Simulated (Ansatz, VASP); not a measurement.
## Two plane-wave programs on Mo

```xyz
1
Lattice="2.7101 0.0000 0.0000 -1.3551 2.3470 0.0000 0.0000 0.0000 2.4851" Properties=species:S:1:pos:R:3 pbc="T T T"
Mo    0.0000    0.0000    1.2426
```

Alike in both runs: functional PBEsol; dispersion D3(BJ); k mesh 14 × 14 × 13; occupations gaussian, width 0.1 eV; no spin polarisation.

Ansatz relaxed the structure, and its values are those at the end. VASP's run is a single point on that final structure, the one shown.

|  | VASP | Ansatz |
| --- | --- | --- |
| version | VASP 6.6.1 | Ansatz 0.2.0 |
| potentials or method | VASP PAW PBE potentials, release 64 (Mo_sv) | plane waves, PAW |
| plane-wave cutoff (eV) | 520 | 420 |
| valence electrons in the cell | 14 | 14 |

|  | VASP | Ansatz | Ansatz less VASP |
| --- | --- | --- | --- |
| pressure (GPa) | 0.7 | 0.0 | -0.67 |

VASP's potentials were made for PBE, not for PBEsol.
